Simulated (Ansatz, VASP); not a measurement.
## One calculation of Lu, two programs

```
Lu
1.0
     3.63000    0.00000    0.00000
    -1.81500    3.14367    0.00000
     0.00000    0.00000    5.65039
Lu
2
Direct
  0.33333 0.66667 0.25000
  0.66667 0.33333 0.75000
```

Alike in both runs: task single point; functional BLYP; k mesh 17 × 17 × 10; occupations fermi-dirac, width 0.1 eV; no spin polarisation.

|  | VASP | Ansatz |
| --- | --- | --- |
| version | VASP 6.6.1 | Ansatz 0.2.0 |
| potentials or method | VASP PAW PBE potentials, release 64 (Lu), cutoff 520 eV | plane waves (420 eV) with PAW, scalar-relativistic |
| valence electrons in the cell | 50 | 50 |

```csv
,VASP,Ansatz,Ansatz less VASP
pressure (GPa),-2.8,-2.9,-0.13
```

VASP's potentials were made for PBE, not for BLYP. The functional is the same, so the differences come from potentials, cutoffs and numerics.

Spin-orbit coupling is off throughout.
